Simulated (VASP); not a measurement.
# MgAl18 in VASP: notebook, part 2 of 2

VASP 6.6.1. The steps go on from the part before.

## (3) Single point, PBE

Input file INCAR:

```
PREC = Accurate
ENCUT = 520
EDIFF = 1E-6
ISMEAR = -1
SIGMA = 0.15
LREAL = Auto
LASPH = T
NELM = 100
ALGO = Normal
ISIF = 2
LWAVE = F
LCHARG = F
GGA = PE
NBANDS = 43
```

Input file KPOINTS:

```
regular mesh
0
Gamma
  3 2 1
```

Input file POSCAR:

```
MgAl18
1.0
    5.7275650000      0.0000000000      0.0000000000
    4.2956740000      7.4403250000      0.0000000000
    0.0000000000      0.0000000000     17.6765370000
Al Mg
18 1
Direct
    0.1666665958      0.1111111410      0.0565721668
    0.6666666831      0.1111111410      0.0565721668
    0.1666667458      0.4444444295      0.0565721668
    0.6666666585      0.4444444295      0.0565721668
    0.1666666204      0.7777778524      0.0565721668
    0.6666665331      0.7777778524      0.0565721668
   -0.1675767106      0.2239477442      0.1903720169
    0.3316624247      0.2235418480      0.1905994936
   -0.1681945024      0.5573397667      0.1911350057
    0.3319388974      0.5568018870      0.1885381169
   -0.1690630244      0.8918196450      0.1894705960
    0.3312153246      0.8915072930      0.1892609395
   -0.0041960777      0.0046824567      0.3232087824
    0.4992658552      0.0009971339      0.3251565055
    0.0025911687      0.3314345812      0.3260194007
    0.4994468306      0.3344282676      0.3251070048
    0.0038394628      0.6729652267      0.3204577910
    0.4847012435      0.6733195123      0.3197379102
    0.8013678166      0.5935133210      0.4530671364
```

Potentials or basis: VASP PAW PBE potentials, release 64 (Al, Mg).

Started as:

```
$ cat potpaw_PBE.64/Al/POTCAR potpaw_PBE.64/Mg/POTCAR > POTCAR
$ mpirun -np 1 vasp_std > vasp.out
```

OUTCAR:

```text
PREC = Accurate
   ENCUT = 520
   EDIFF = 1E-6
   ISMEAR = -1
   LREAL = Auto
   LASPH = T
   NELM = 100
   ISIF = 2
   GGA = PE

 ion  position               nearest neighbor table
   1  0.167  0.111  0.057-  12 2.86   2 2.86   4 2.86   6 2.86   5 2.86   3 2.86   2 2.86   7 2.89
                             8 2.89
   2  0.667  0.111  0.057-  11 2.86   1 2.86   4 2.86   3 2.86   5 2.86   6 2.86   1 2.86   7 2.89
                             8 2.89
   3  0.167  0.444  0.057-  10 2.86   4 2.86   2 2.86   1 2.86   5 2.86   4 2.86   6 2.86   8 2.88
                             9 2.90
   4  0.667  0.444  0.057-  10 2.86   3 2.86   2 2.86   1 2.86   6 2.86   5 2.86   3 2.86   7 2.88
                             9 2.90
[... 436 lines left out ...]
  external PRESSURE =      -9.2103234 kB  Pullay stress =       0.0000000 kB

 VOLUME and BASIS-vectors are now :
 -----------------------------------------------------------------------------
  energy-cutoff  :      520.00
  volume of cell :      753.28
      direct lattice vectors                 reciprocal lattice vectors
     5.727565000  0.000000000  0.000000000     0.174594265 -0.100802054  0.000000000
     4.295674000  7.440325000  0.000000000     0.000000000  0.134402731  0.000000000
     0.000000000  0.000000000 17.676537000     0.000000000  0.000000000  0.056572167

 POSITION                                       TOTAL-FORCE (eV/Angst)
 -----------------------------------------------------------------------------------
      1.43189      0.82670      1.00000        -0.001710      0.031291      0.020464
      4.29567      0.82670      1.00000        -0.000354      0.010425      0.028032
      2.86378      3.30681      1.00000        -0.013278      0.013020     -0.011235
      5.72757      3.30681      1.00000         0.010956     -0.004379     -0.008946
      4.29567      5.78692      1.00000        -0.022317     -0.002201     -0.049727
      7.15946      5.78692      1.00000         0.021641     -0.000864      0.037395
[... 11 lines left out ...]
      5.66852      5.00972      5.65186         0.005362     -0.004148      0.015058
      7.13943      4.41593      8.00866         0.004617     -0.054733     -0.003919
 -----------------------------------------------------------------------------------
    total drift:                               -0.006930      0.009335     -0.007084

  FREE ENERGIE OF THE ION-ELECTRON SYSTEM (eV)
  ---------------------------------------------------
  free  energy   TOTEN  =       -64.8230267130 eV

  energy  without entropy=      -64.0027580638  energy(sigma->0) =      -64.41289239
```

It took 6.8 min on 1 thread of Intel Xeon Platinum 8259CL at 2.50GHz (Skylake/Cascade Lake), shared host; peak memory 0.79 GiB.

Results:

- Free energy: -64.8230 eV
- Largest force: 0.055 eV/Å
- Band gap on the k mesh: zero (band 28 reaches 0.92 eV, above the bottom of band 29 at 0.80 eV)

Forces on the atoms (eV/Å):
```
Al  -0.002  0.031  0.020
Al   0.000  0.010  0.028
Al  -0.013  0.013 -0.011
Al   0.011 -0.004 -0.009
Al  -0.022 -0.002 -0.050
Al   0.022 -0.001  0.037
Al  -0.001  0.001 -0.002
Al  -0.001  0.001 -0.002
Al   0.000 -0.001  0.005
Al   0.005 -0.002  0.003
Al  -0.002  0.003 -0.005
Al   0.002  0.003  0.002
Al   0.000  0.001  0.000
Al   0.000  0.005 -0.007
Al  -0.005 -0.009 -0.015
Al  -0.005  0.005 -0.003
Al   0.002  0.003 -0.004
Al   0.005 -0.004  0.015
Mg   0.005 -0.055 -0.004
```

Levels at points of the mesh, in eV from the Fermi level:
```tsv
k point	band 26	band 27	band 28	band 29	band 30	band 31
(0.00, 0.00, 0.00)	-0.33	-0.21	-0.15	-0.11	0.08	0.16
(0.00, 0.50, 0.00)	-0.46	-0.38	-0.22	-0.15	-0.11	-0.06
```

Caveat: the k points lie up to 0.42 Å⁻¹ apart.

## (4) Single point, PBE

Input file INCAR:

```
SYSTEM = MgAl18
PREC = Accurate ; ENCUT = 520
EDIFF = 1E-6 ; ISMEAR = -1
SIGMA = 0.15 ; LREAL = Auto
LASPH = .TRUE. ; NELM = 80
ALGO = Normal ; ISIF = 2
LWAVE = .FALSE. ; LCHARG = .FALSE.
GGA = PE ; NBANDS = 43
```

Input file KPOINTS:

```
Automatic mesh
0
G
  3 2 1
  0 0 0
```

Input file POSCAR:

```
MgAl18
1.0
    5.7275650000      0.0000000000      0.0000000000
    4.2956740000      7.4403250000      0.0000000000
    0.0000000000      0.0000000000     17.6765370000
Al Mg
18 1
Direct
    0.1666665958      0.1111111410      0.0565721668
    0.6666666831      0.1111111410      0.0565721668
    0.1666665712      0.4444444295      0.0565721668
    0.6666666585      0.4444444295      0.0565721668
    0.1666666204      0.7777778524      0.0565721668
    0.6666665331      0.7777778524      0.0565721668
   -0.1666472388      0.2216869559      0.1895235475
    0.3340600899      0.2218315732      0.1895351448
   -0.1667441349      0.5557071768      0.1913371380
    0.3338898247      0.5551727915      0.1893578476
   -0.1665229303      0.8888986704      0.1891260715
    0.3334372845      0.8890400621      0.1892698213
   -0.0023060911      0.0009370558      0.3225117001
    0.5020889044     -0.0009041272      0.3235793866
    0.0083021699      0.3226578140      0.3221840907
    0.4998827708      0.3332573510      0.3254280519
    0.0043573686      0.6712131527      0.3215275141
    0.4890423523      0.6716792613      0.3216019631
    0.8392629032      0.5507920689      0.4521745407
```

Started as:

```
$ cat potpaw_PBE.64/Al/POTCAR potpaw_PBE.64/Mg/POTCAR > POTCAR
$ mpirun -np 1 vasp_std > vasp.out
```

It took 5.5 min on 1 thread of Intel Xeon Platinum 8259CL at 2.50GHz (Skylake/Cascade Lake), shared host; peak memory 0.8 GiB.

The run converged. Its results:

```yaml
Free_energy: -64.8337 eV
Largest_force: 0.048 eV/Å
Band_gap_on_the_k_mesh: zero (band 28 reaches 0.92 eV, above the bottom of band 29 at 0.81 eV)
```

Forces in eV/Å, atoms in the order of the input:
```
Al   0.000  0.020  0.004
Al  -0.001  0.003 -0.005
Al  -0.006  0.016 -0.007
Al   0.003 -0.004 -0.002
Al  -0.018 -0.020 -0.039
Al   0.019 -0.008  0.037
Al  -0.001  0.003  0.005
Al  -0.001  0.004 -0.002
Al   0.000 -0.002  0.000
Al   0.001  0.005 -0.003
Al   0.001 -0.007  0.003
Al  -0.001 -0.006  0.002
Al  -0.001  0.001 -0.003
Al   0.001  0.001  0.000
Al  -0.001 -0.001 -0.005
Al   0.000 -0.005 -0.002
Al  -0.005 -0.004  0.008
Al   0.012 -0.004  0.016
Mg  -0.003  0.009 -0.006
```

Levels at points of the mesh, in eV from the Fermi level:
```csv
k point,band 26,band 27,band 28,band 29,band 30,band 31
"(0.00, 0.00, 0.00)",-0.29,-0.23,-0.15,-0.10,0.07,0.16
"(0.00, 0.50, 0.00)",-0.47,-0.38,-0.22,-0.15,-0.11,-0.05
```

Caveat: the k points lie up to 0.42 Å⁻¹ apart.
